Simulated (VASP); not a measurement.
Set up this calculation in VASP 6.6.1, as the native input.

| Item | Value |
| --- | --- |
| Task | single point |
| Functional | PBE |
| Dispersion | D3(BJ) |
| Potentials or basis | VASP PAW PBE potentials, release 64 (Al, O, H) |
| Cutoff | 520 eV |
| k mesh | 3 × 3 × 1 |
| Occupations | gaussian, width 0.1 eV |
| Spin | no spin polarisation |
| Dipole correction | yes |
| Further INCAR settings | LREAL = Auto; ALGO = Normal; EDIFF = 1e-07; NBANDS = 89 |

The structure of Al18H2O lies in POSCAR:

```
Al18H2O
1.0
    8.4486369609      0.0000000000      0.0000000000
    0.0000000000      8.4486369609      0.0000000000
    0.0000000000      0.0000000000     25.4236884869
Al O H
36 2 4
Direct
    0.1666666667      0.1666666667      0.3146671658
    0.1666666667      0.5000000000      0.3146671658
    0.1666666667      0.8333333333      0.3146671658
    0.5000000000      0.1666666667      0.3146671658
    0.5000000000      0.5000000000      0.3146671658
    0.5000000000      0.8333333333      0.3146671658
    0.8333333333      0.1666666667      0.3146671658
    0.8333333333      0.5000000000      0.3146671658
    0.8333333333      0.8333333333      0.3146671658
    0.3333333333      0.3333333333      0.3929942279
    0.3333333333      0.6666666667      0.3929942279
    0.3333333333      0.0000000000      0.3929942279
    0.6666666667      0.3333333333      0.3929942279
    0.6666666667      0.6666666667      0.3929942279
    0.6666666667      0.0000000000      0.3929942279
    0.0000000000      0.3333333333      0.3929942279
    0.0000000000      0.6666666667      0.3929942279
    0.0000000000      0.0000000000      0.3929942279
    0.5016338088      0.4976610192      0.4810039786
    0.4997839237      0.8332170643      0.4792404243
    0.5011682841      0.1676167524      0.4807367154
    0.8319577998      0.4983072859      0.4805056742
    0.8334794304      0.8340428719      0.4789433789
    0.8318092722      0.1678208217      0.4803533432
    0.1674162745      0.4996517453      0.4793548999
    0.1674669578      0.8338064369      0.4795009858
    0.1663531079      0.1662858102      0.4795009620
    0.6675474577      0.6687562772      0.5598112299
    0.6669310363     -0.0000620794      0.5609897980
    0.6659402609      0.3312877897      0.5736506821
    0.0018419681      0.6679152134      0.5605976014
    0.0002272155      0.0002851121      0.5623240143
   -0.0017664166      0.3332910415      0.5607956246
    0.3345860507      0.6658009353      0.5626809353
    0.3332926101     -0.0012454280      0.5623537031
    0.3310714599      0.3324644299      0.5609201552
   -0.1449711177     -0.4428348738      0.6871738284
    0.6585234911      0.3406111668      0.6528315475
   -0.0403873014     -0.4858051417      0.6791821775
   -0.1582089154     -0.3628869617      0.6592419053
    0.7323901190      0.4245482680      0.6684663259
    0.5511556968      0.3640736377      0.6647118858
```

The input as run:

INCAR

```
PREC     = Accurate       # precision mode
ENCUT    = 520            # plane-wave cutoff, eV
EDIFF    = 1E-7           # SCF threshold, eV
ISMEAR   = 0              # smearing method
SIGMA    = 0.1            # smearing width, eV
LREAL    = Auto         
LASPH    = True           # aspherical terms in the spheres
NELM     = 60             # most SCF steps
ALGO     = Normal         # electronic algorithm
ISIF     = 2              # what is computed and relaxed
LWAVE    = False          # write WAVECAR
LCHARG   = False          # write CHGCAR
LDIPOL   = True         
IDIPOL   = 3            
DIPOL    = 0.5 0.5 0.471
GGA      = PE             # functional
IVDW     = 12             # dispersion correction
NBANDS   = 89             # bands
```

KPOINTS

```
regular mesh
0
Gamma
  3 3 1
```

Potentials or basis: VASP PAW PBE potentials, release 64 (Al, O, H).

Launch:

```sh
$ cat potpaw_PBE.64/Al/POTCAR potpaw_PBE.64/O/POTCAR potpaw_PBE.64/H/POTCAR > POTCAR
$ mpirun -np 1 vasp_std > vasp.out
```

Results of the run:

The largest force is 0.456 eV/Å and the band gap on the k mesh is zero (bands 62 and 63 overlap by 0.34 eV). The dispersion energy per atom is -0.213 eV.

Run time: 58 min on 1 thread of Intel Xeon 8259CL, with other jobs on the host, peak memory 1.7 GiB.
